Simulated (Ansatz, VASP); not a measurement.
**As in VASP and in Ansatz**

Contents of INCAR:

```
SYSTEM = As
PREC     = Accurate       ! precision mode
ENCUT    = 520            ! plane-wave cutoff, eV
EDIFF    = 1E-6           ! SCF threshold, eV
ISMEAR   = -1             ! smearing method
SIGMA    = 0.05           ! smearing width, eV
LREAL    = .FALSE.        ! projectors in reciprocal space
LASPH    = .TRUE.         ! aspherical terms in the spheres
NELM     = 80             ! most SCF steps
ALGO     = Normal         ! electronic algorithm
ISIF     = 2              ! what is computed and relaxed
LWAVE    = .FALSE.        ! write WAVECAR
LCHARG   = .FALSE.        ! write CHGCAR
NBANDS   = 12             ! bands
```

File KPOINTS:

```
Automatic mesh
0
G
  13 13 13
  0 0 0
```

File POSCAR:

```
As
1.0
    1.8797494575      1.0852738553      3.4160546000
   -1.8797494575      1.0852738553      3.4160546000
    0.0000000000     -2.1705477106      3.4160546000
As
2
Direct
    0.2275400000      0.2275400000      0.2275400000
    0.7724600000      0.7724600000      0.7724600000
```

Input for Ansatz:

```yaml
crystal:
  lattice:
    - [1.8797494575, 1.0852738553, 3.4160546]
    - [-1.8797494575, 1.0852738553, 3.4160546]
    - [0.0, -2.1705477106, 3.4160546]
  atoms:
    - { symbol: As, position: [0.22754, 0.22754, 0.22754] }
    - { symbol: As, position: [0.77246, 0.77246, 0.77246] }
kpoints:
  mp_grid: { grid: [13, 13, 13] }
  band_path:
    path:
      - [0.0, 0.0, 0.0]
      - [0.5, 0.5, 0.5]
      - [0.766045303, 0.233954697, 0.5]
      - [0.5, -0.233954697, 0.233954697]
      - [0.5, 0.0, 0.0]
      - [0.0, 0.0, 0.0]
      - [0.3669773485, -0.3669773485, 0.0]
      - [0.6330226515, 0.0, 0.3669773485]
      - [0.5, 0.0, 0.5]
    npoints: 5
scf:
  occupations: { method: fermi_dirac, width: 0.05 }
hamiltonian:
  xc: lda
  pseudopotentials: { kind: all_electron, lapw: { basis_error: 0.001 } }
output:
  forces: true
  stress: true
  eigenvalues: true
```

Change from the starting cell: zz strain of -2 %.

Alike in both runs: task single point; functional LDA; k mesh 13 × 13 × 13; occupations fermi-dirac, width 0.05 eV; no spin polarisation.

```csv
,VASP,Ansatz
version,VASP 6.6.1,Ansatz 0.2.0
potentials or method,"VASP PAW LDA potentials, release 64 (As), cutoff 520 eV","all-electron LAPW, scalar-relativistic"
```

|  | VASP | Ansatz | Ansatz less VASP |
| --- | --- | --- | --- |
| pressure (GPa) | 0.2 | -0.3 | -0.44 |
| traceless stress, the component that is largest in VASP (GPa) | -0.28 | -0.13 | +0.147 |
| rms of the force components (eV/Å) | 0.191 | 0.149 | -0.0412 |

LDA's correlation is that of Perdew and Zunger in VASP and of Perdew and Wang (1992) in Ansatz. Atom by atom the forces differ by 0.041 eV/Å (rms over components). Ansatz ran all-electron here, and VASP with PAW potentials.
